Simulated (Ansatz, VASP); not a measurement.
# One calculation of W, two programs

Contents of POSCAR:

```
W
1.0
    0.0000000000      2.0698140295      2.0698140295
    2.0698140295      0.0000000000      2.0698140295
    2.0698140295      2.0698140295      0.0000000000
W
1
Direct
    0.0000000000      0.0000000000      0.0000000000
```

File INCAR.step1:

```
PREC = Accurate
ENCUT = 520
EDIFF = 1E-5
ISMEAR = -1
SIGMA = 0.05
LREAL = False
LASPH = True
NELM = 60
ALGO = Normal
ISIF = 2
LWAVE = True
LCHARG = False
NBANDS = 13
GGA = PE
```

File INCAR.step2:

```
PREC = Accurate
ENCUT = 520
EDIFF = 1E-6
ISMEAR = -1
SIGMA = 0.05
LREAL = False
LASPH = True
NELM = 60
ALGO = Normal
ISIF = 2
LWAVE = False
LCHARG = False
GGA = PE
LHFCALC = True
AEXX = 0.25
PRECFOCK = Normal
NBANDS = 13
ISTART = 1
```

KPOINTS

```
Automatic mesh
0
Gamma
  6 6 6
```

File input.yaml:

```yaml
crystal:
  lattice:
    - [0.0, 2.0698140295, 2.0698140295]
    - [2.0698140295, 0.0, 2.0698140295]
    - [2.0698140295, 2.0698140295, 0.0]
  atoms:
    - { symbol: W, position: [0.0, 0.0, 0.0] }
hamiltonian:
  xc: pbe0
  pseudopotentials: { kind: paw }
kpoints:
  mp_grid: { grid: [6, 6, 6] }
scf:
  occupations: { method: fermi_dirac, width: 0.05 }
output:
  forces: true
  stress: true
  eigenvalues: true
  write_density: true
  write_potential: true
  elf: true
  volumetric_format: npy
```

Alike in both runs: task single point; functional PBE0; k mesh 6 × 6 × 6; occupations fermi-dirac, width 0.05 eV; no spin polarisation.

|  | VASP | Ansatz |
| --- | --- | --- |
| version | VASP 6.6.1 | Ansatz 0.2.0 |
| potentials or method | VASP PAW PBE potentials, release 64 (W_sv) | Ansatz PAW |
| plane-wave cutoff (eV) | 520 | 420 |
| valence electrons in the cell | 14 | 14 |

|  | VASP | Ansatz | Ansatz less VASP |
| --- | --- | --- | --- |
| gap on the k mesh at the Fermi level (eV) | none | none | - |
| pressure (GPa) | -24.1 | -23.4 | +0.62 |

A gap of «none» marks a metal or a gap that the smearing closes.

The k mesh is coarse, so the values compare programs but aren't converged. Spin-orbit coupling is off throughout.
